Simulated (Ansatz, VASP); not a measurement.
**ZnS: VASP beside Ansatz**

Contents of INCAR:

```
  PREC = Accurate
  ENCUT = 520
  EDIFF = 1E-7
  ISMEAR = 0
  SIGMA = 0.05
  LREAL = F
  LASPH = T
  NELM = 80
  ALGO = Normal
  ISIF = 2
  LWAVE = F
  LCHARG = F
  GGA = PE
  NBANDS = 26
```

The input KPOINTS:

```
regular mesh
0
Gamma
  9 9 4
```

Contents of POSCAR:

```
ZnS
1.0
    3.7637158910      0.0000000000      0.0000000000
   -1.8818579455      3.2594735743      0.0000000000
    0.0000000000      0.0000000000      6.5808572354
Zn S
2 2
Direct
    0.3333333333      0.6666666667      0.0052003725
    0.6666666667      0.3333333333      0.5052003725
    0.3333333333      0.6666666667      0.3665852179
    0.6666666667      0.3333333333      0.8665852179
```

Input for Ansatz:

```yaml
crystal:
  lattice:
    - [3.763715891, 0.0, 0.0]
    - [-1.8818579455, 3.2594735743, 0.0]
    - [0.0, 0.0, 6.5808572354]
  atoms:
    - { symbol: Zn, position: [0.3333333333, 0.6666666667, 0.0052003725] }
    - { symbol: Zn, position: [0.6666666667, 0.3333333333, 0.5052003725] }
    - { symbol: S, position: [0.3333333333, 0.6666666667, 0.3665852179] }
    - { symbol: S, position: [0.6666666667, 0.3333333333, 0.8665852179] }
basis:
  ecutwfc: 520.0
kpoints:
  mp_grid: { grid: [9, 9, 4] }
hamiltonian:
  xc: pbe
scf:
  occupations: { method: gaussian, width: 0.05 }
output:
  forces: true
  stress: true
  eigenvalues: true
```

Alike in both runs: task single point; functional PBE; k mesh 9 × 9 × 4; occupations gaussian, width 0.05 eV; no spin polarisation.

|  | VASP | Ansatz |
| --- | --- | --- |
| version | VASP 6.6.1 | Ansatz 0.2.0 |
| potentials or method | VASP PAW PBE potentials, release 64 (Zn, S), cutoff 520 eV | scalar-relativistic, plane waves, PAW |
| valence electrons in the cell | 36 | 36 |

|  | VASP | Ansatz | Ansatz less VASP |
| --- | --- | --- | --- |
| gap on the k mesh at the Fermi level (eV) | 1.80 | 1.80 | -0.001 |
| least direct gap on the mesh (eV) | 1.80 | 1.80 | -0.001 |
| pressure (GPa) | -0.1 | -0.2 | -0.15 |
| traceless stress, the component that is largest in VASP (GPa) | -3.83 | -3.82 | +0.004 |
| rms of the force components (eV/Å) | 0.063 | 0.065 | +0.0018 |

Atom by atom the forces differ by 0.002 eV/Å (rms over components).
